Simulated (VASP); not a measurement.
Input of a VASP 6.6.1 run:

Contents of INCAR:

```
PREC = Accurate ; ENCUT = 520
EDIFF = 1E-7 ; ISMEAR = -1
SIGMA = 0.05 ; LREAL = False
LASPH = True ; NELM = 100
ALGO = Normal ; ISIF = 2
LWAVE = False ; LCHARG = False
GGA = B5 ; ALDAX = 1.0
AGGAX = 1.0 ; AGGAC = 1.0
ALDAC = 0.0 ; NBANDS = 64
```

Contents of KPOINTS:

```
Automatic mesh
0
Gamma
  4 4 4
```

POSCAR

```
SnO2
1.0
    5.1752560000      0.0000000000      0.0000000000
    0.0000000000      5.1752560000      0.0000000000
    0.0000000000      0.0000000000      5.1752560000
Sn O
4 8
Direct
    0.0000000000      0.0000000000      0.0000000000
    0.5000000000      0.0000000000      0.5000000000
    0.5000000000      0.5000000000      0.0000000000
    0.0000000000      0.5000000000      0.5000000000
    0.6610980000      0.8389020000      0.1610980000
    0.8389020000      0.1610980000      0.6610980000
    0.1610980000      0.6610980000      0.8389020000
    0.3389020000      0.3389020000      0.3389020000
    0.6610980000      0.6610980000      0.6610980000
    0.8389020000      0.3389020000      0.1610980000
    0.1610980000      0.8389020000      0.3389020000
    0.3389020000      0.1610980000      0.8389020000
```

Potentials or basis: VASP PAW PBE potentials, release 64 (Sn_d, O).

The run is started by

```bash
$ cat potpaw_PBE.64/Sn_d/POTCAR potpaw_PBE.64/O/POTCAR > POTCAR
$ mpirun -np 1 vasp_std > vasp.out
```

(1) Predict the largest force.

(2) Estimate the band gap on the k mesh.

(3) What does it give for the pressure?

Results:

(1) 0.038 eV/Å.

(2) 0.62 eV, indirect (least direct gap 0.67 eV).

(3) 6.2 GPa.

Caveat: the PAW data sets were made with another functional, which shifts forces and pressure a little; spin-orbit coupling is left out, which moves the levels of the heavy elements.
